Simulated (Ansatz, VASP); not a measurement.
## KSrCl3 in VASP and in Ansatz

```xyz
5
Lattice="5.6362 0.0000 0.0000 0.0000 5.6362 0.0000 0.0000 0.0000 5.6362" Properties=species:S:1:pos:R:3 pbc="T T T"
K     0.0000    0.0000    0.0000
Sr    2.8181    2.8181    2.8181
Cl    2.8181    2.8181    0.0000
Cl    2.8181    0.0000    2.8181
Cl    0.0000    2.8181    2.8181
```

Alike in both runs: task single point; functional r2SCAN; k mesh 4 × 4 × 4; no spin polarisation.

|  | VASP | Ansatz |
| --- | --- | --- |
| version | VASP 6.6.1 | Ansatz 0.2.0 |
| potentials or method | VASP PAW PBE potentials, release 64 (K_sv, Sr_sv, Cl) | plane waves, PAW |
| plane-wave cutoff (eV) | 520 | 500 |
| occupations | gaussian, width 0.01 eV | fixed |
| valence electrons in the cell | 40 | 40 |

```tsv
	VASP	Ansatz	Ansatz less VASP
gap on the k mesh at the Fermi level (eV)	5.19	5.19	-0.003
pressure (GPa)	0.0	0.0	-0.03
```

VASP's potentials were made for PBE, not for r2SCAN.
